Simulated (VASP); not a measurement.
The system is I.

```
I
1.0
     3.51521    0.00000    0.00000
    -1.75760    3.04426    0.00000
     0.00000    0.00000    3.30430
I
1
Direct
  0.00000 0.00000 0.00000
```

| Quantity | Value |
| --- | --- |
| Program | VASP 6.6.1 |
| Task | relaxation of cell and atoms |
| Functional | PBE |
| Potentials or basis | VASP PAW PBE potentials, release 64 (I) |
| Cutoff | 600 eV |
| k mesh | 12 × 12 × 12 |
| Occupations | fermi-dirac, width 0.08 eV |
| Spin | no spin polarisation |

At the start: pressure 2.6 GPa; volume 35.36 Å³/atom.

Problem. Where does the relaxation end?

Solution. Over 19 steps the energy falls by 313.1 meV/atom and the volume is 52.22 Å³/atom (+47.7 %); space group P6/mmm (No. 191, to 0.05 Å).

Step by step:
```tsv
step	energy change (eV)	largest force (eV/Å)	pressure (GPa)	volume (Å³)
1	0.0000	0.0000	2.59	35.36
2	-0.0880	0.0000	0.30	38.32
3	-0.1751	0.0000	-1.42	43.45
4	-0.2845	0.0000	-1.44	54.15
5	-0.2506	0.0000	2.66	53.81
6	-0.3127	0.0000	-0.13	54.07
7	-0.3127	0.0000	-0.09	54.06
8	-0.3127	0.0000	-0.05	54.06
9	-0.3128	0.0000	-0.05	53.94
10	-0.3129	0.0000	-0.03	53.56
11	-0.3131	0.0000	0.00	52.82
12	-0.3131	0.0000	0.00	52.60
13	-0.3131	0.0000	0.02	52.18
14	-0.3131	0.0000	0.01	52.36
15	-0.3131	0.0000	0.01	52.32
16	-0.3131	0.0000	0.01	52.25
17	-0.3131	0.0000	0.01	52.21
18	-0.3131	0.0000	-0.06	52.25
19	-0.3131	0.0000	0.00	52.22
```

Final structure:
```
I
1.0
     4.53850    0.00000    0.00000
    -2.26925    3.93046    0.00000
     0.00000    0.00000    2.92718
I
1
Direct
  0.00000 0.00000 0.00000
```

Caveat: the volume moved by over 15 % at a fixed basis, so the end points are rough; an odd number of electrons without spin polarisation forces a metal; a magnetic or distorted state may lie lower.
